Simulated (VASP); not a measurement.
Here is a VASP 6.6.1 calculation.

Contents of INCAR:

```
ALGO = Normal ; EDIFF = 1E-7
ENCUT = 520 ; GGA = PE
ISIF = 2 ; ISMEAR = 0
LASPH = True ; LCHARG = True
LELF = True ; LREAL = Auto
LVHAR = True ; LWAVE = False
NBANDS = 83 ; NELECT = 122.0
NELM = 60 ; PREC = Accurate
SIGMA = 0.02
```

The input KPOINTS:

```
Automatic mesh
0
Gamma
  2 2 2
  0.5 0.5 0.5
```

The input POSCAR:

```
Si
1.0
    5.4700937548      5.4700937548      5.4700937548
    5.4700937548     -5.4700937548     -5.4700937548
   -5.4700937548      5.4700937548     -5.4700937548
Si
31
Direct
    0.6249997995      0.7499999422      0.2500000112
   -0.0037920739      0.7500000336      0.0069698074
    0.7494196962      0.5021528192      0.5012552111
    0.2504369324      0.7500000336      0.7463093291
   -0.0037920739      0.5069698298      0.2500000112
    0.5112496468      0.7500000336      0.4937986662
    0.2674509918      0.5062012872      0.0062012648
    0.7541275680      0.2536907158      0.7536906468
   -0.0027331341      0.2491024032      0.4978472257
    0.4981644963      0.4987448337      0.7508976416
    0.7494196962      0.0012551887      0.0021527967
    0.2504369324      0.2463093066      0.2500000112
    0.4981644963      0.2508976192     -0.0012551887
   -0.0027331341     -0.0021527967      0.7491024256
    0.2392381298     -0.0069698074      0.4930302150
    0.5112496468     -0.0062013562      0.2500000112
    0.7387504093      0.7500000336      0.0062014476
    0.5005803598      0.4987447423      0.4978472257
   -0.0004370126      0.7500000336      0.7536907382
    0.7387503178      0.5062013786      0.2500000112
    0.2537921766      0.7500000336      0.4930302150
    0.0107619728      0.5069697384      0.0069697160
    0.4958722138      0.2463093066      0.7463092376
    0.7518356512      0.2491024032      0.5012552111
    0.2527331453      0.5021527277      0.7508974588
    0.5005803598     -0.0021527967     -0.0012552801
   -0.0004370126      0.2536907158      0.2500000112
    0.2527331453      0.2508975278      0.0021527967
    0.7518356512      0.0012551887      0.7491024256
   -0.0174510720     -0.0062014476      0.4937985748
    0.2537921766     -0.0069697160      0.2499999198
```

Potentials or basis: VASP PAW PBE potentials, release 64 (Si).

Run with:

```console
$ cat potpaw_PBE.64/Si/POTCAR > POTCAR
$ mpirun -np 1 vasp_std > vasp.out
```

Problem. What does it give for the largest force?

Solution. 0.016 eV/Å.

Forces in eV/Å, atoms in the order of the input:
```
Si   0.000  0.000  0.000
Si   0.008  0.001  0.008
Si  -0.003  0.007  0.009
Si  -0.001  0.001 -0.001
Si   0.001  0.008  0.008
Si  -0.007  0.012 -0.007
Si  -0.007 -0.007  0.012
Si  -0.001 -0.001  0.001
Si   0.007  0.009 -0.003
Si   0.009 -0.003  0.007
Si   0.007 -0.003  0.009
Si   0.001 -0.001 -0.001
Si  -0.003  0.009  0.007
Si   0.009  0.007 -0.003
Si   0.008  0.008  0.001
Si   0.012 -0.007 -0.007
Si   0.007 -0.012  0.007
Si  -0.007  0.003 -0.009
Si   0.001 -0.001  0.001
Si  -0.012  0.007  0.007
Si  -0.008 -0.001 -0.008
Si  -0.008 -0.008 -0.001
Si   0.001  0.001 -0.001
Si   0.003 -0.009 -0.007
Si  -0.009 -0.007  0.003
Si   0.003 -0.007 -0.009
Si  -0.001  0.001  0.001
Si  -0.007 -0.009  0.003
Si  -0.009  0.003 -0.007
Si   0.007  0.007 -0.012
Si  -0.001 -0.008 -0.008
```

Caveat: the cell carries a net charge on a neutralising background, which shifts energy and pressure.
